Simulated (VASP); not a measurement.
**C: single point with r2SCAN**

Crystal: C.

```
C
1.0
     1.22803    0.70900    3.43069
    -1.22803    0.70900    3.43069
     0.00000   -1.41800    3.43069
C
2
Direct
  0.16400 0.16400 0.16400
  0.83600 0.83600 0.83600
```

This cell differs from its parent crystal: strain +0.000 along x and y, +0.025 along z.

```json
{"Program": "VASP 6.6.1", "Task": "single point", "Functional": "r2SCAN", "Potentials or basis": "VASP PAW PBE potentials, release 64 (C)", "Cutoff": "520 eV", "k mesh": "12 × 12 × 12", "Occupations": "gaussian, width 0.05 eV", "Spin": "no spin polarisation"}
```

The pressure is 0.6 GPa. The largest force is 0.926 eV/Å. The band gap on the k mesh is 0.69 eV, direct.

Forces on the atoms (eV/Å):
```
C    0.000  0.000  0.926
C    0.000  0.000 -0.926
```

Stress tensor (GPa, compression positive):
```
 0.96  0.00  0.00
 0.00  0.96  0.00
 0.00  0.00 -0.11
```

Levels at points of the mesh, in eV from the valence-band top:
| k point | band 2 | band 3 | band 4 | band 5 | band 6 | band 7 |
| --- | --- | --- | --- | --- | --- | --- |
| (0.00, 0.00, 0.00) | -6.80 | -2.82 | -2.82 | 4.52 | 9.10 | 9.10 |
| (0.50, 0.00, 0.00) | -13.75 | -6.42 | -1.80 | 2.33 | 8.31 | 13.01 |
| (0.50, 0.50, 0.00) | -13.68 | -6.47 | -2.54 | 1.86 | 7.96 | 13.73 |
| (0.50, 0.50, 0.50) | -8.61 | -2.84 | -2.84 | 9.07 | 9.07 | 10.91 |

It took 2.8 min on 1 thread of AMD EPYC 9R45 96-Core Processor (Zen 5), on a shared host, peak memory 0.14 GiB.

Caveat: the cell differs from its parent crystal (strain +0.000 along x and y, +0.025 along z); the PAW data sets were made with another functional, which shifts forces and pressure a little. A k mesh can miss the band edges.
